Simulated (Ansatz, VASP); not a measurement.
**Two plane-wave programs on CrOs3**

```xyz
4
Lattice="3.8054 0.0000 0.0000 0.0000 3.8054 0.0000 0.0000 0.0000 3.8054" Properties=species:S:1:pos:R:3 pbc="T T T"
Cr    0.0000    0.0000    0.0000
Os    0.0000    1.9027    1.9027
Os    1.9027    0.0000    1.9027
Os    1.9027    1.9027    0.0000
```

Alike in both runs: functional PBE; k mesh 12 × 12 × 12; occupations gaussian, width 0.1 eV; collinear spin.

Ansatz relaxed the structure, and its values are those at the end. VASP's run is a single point on that final structure, the one shown.

|  | VASP | Ansatz |
| --- | --- | --- |
| version | VASP 6.6.1 | Ansatz 0.2.0 |
| potentials or method | VASP PAW PBE potentials, release 64 (Cr_pv, Os), cutoff 520 eV | scalar-relativistic, plane waves, PAW |
| valence electrons in the cell | 36 | 62 |

|  | VASP | Ansatz | Ansatz less VASP |
| --- | --- | --- | --- |
| gap on the k mesh at the Fermi level (eV) | none | none | - |
| pressure (GPa) | -0.2 | 0.0 | +0.18 |
| net moment per atom (μB) | 0.01 | 0.02 | +0.016 |
| size of the moment on the site where the two differ most (μB) | 0.05 | 0.17 | +0.118 |

Site moments also hang on the region over which each program counts them. A gap of «none» marks a metal or a gap that the smearing closes. The functional is the same, so the differences come from potentials, cutoffs and numerics. VASP's potentials hold 36 valence electrons a cell and Ansatz's 62, so a difference there can come from the potentials and not from the codes. Ansatz's warnings: seeded moment not kept.

Neither program's run includes spin-orbit coupling.
